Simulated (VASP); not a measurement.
Here is a VASP 6.6.1 calculation.

File INCAR:

```
PREC = Accurate
ENCUT = 520
EDIFF = 1E-6
ISMEAR = 0
SIGMA = 0.1
LREAL = F
LASPH = T
NELM = 60
ALGO = Normal
ISIF = 2
LWAVE = F
LCHARG = F
GGA = PE
NBANDS = 48
```

The input KPOINTS:

```
Automatic mesh
0
Gamma
  4 4 4
  0.5 0.5 0.5
```

Contents of POSCAR:

```
Al9Cu4
1.0
    0.0000000000      0.0000000000     -5.7824626538
    4.0892560504     -4.0892560504      0.0000000000
   -4.0892560504     -4.0892560504      0.0000000000
Al Cu
9 4
Direct
    0.2237842382      0.7564094696      0.2657370892
    0.7499994829      0.2826138754      0.2657435696
    0.2459363917      0.2604589898      0.7635972073
    0.8700936437      0.6363564590      0.6266779259
    0.2347579364      0.2716775341      0.2785844139
    0.7483036656      0.7580485208      0.1756851347
    0.2609597485      0.7595732480      0.8018738518
    0.7467704088      0.2455389165      0.8018261658
   -0.4560159153     -0.0375754167     -0.4703382416
    0.4782057690      0.0282140562      0.0392620315
    0.0067511028      0.4996496856      0.0047019555
    0.4910878237      0.5236744713      0.5149719103
   -0.0172220740      0.0153322510      0.5149781462
```

Potentials or basis: VASP PAW PBE potentials, release 64 (Al, Cu).

Run with:

```bash
$ cat potpaw_PBE.64/Al/POTCAR potpaw_PBE.64/Cu/POTCAR > POTCAR
$ mpirun -np 1 vasp_std > vasp.out
```

Task: Predict the largest force.

Result: 0.169 eV/Å.

Task: Predict the band gap on the k mesh.

Result: Zero (an odd number of electrons rules out a gap without spin polarisation).

Task: Predict the pressure.

Result: 8.6 GPa.

Forces on the atoms (eV/Å):
```
Al  -0.020  0.015  0.018
Al   0.010 -0.015 -0.025
Al  -0.011  0.011 -0.015
Al  -0.019 -0.099  0.057
Al  -0.006 -0.006  0.000
Al  -0.020  0.018 -0.027
Al  -0.015  0.017 -0.036
Al  -0.025  0.027 -0.024
Al   0.143  0.017  0.089
Cu  -0.019 -0.005 -0.009
Cu  -0.004  0.022 -0.018
Cu  -0.015  0.007  0.007
Cu   0.001 -0.009 -0.016
```
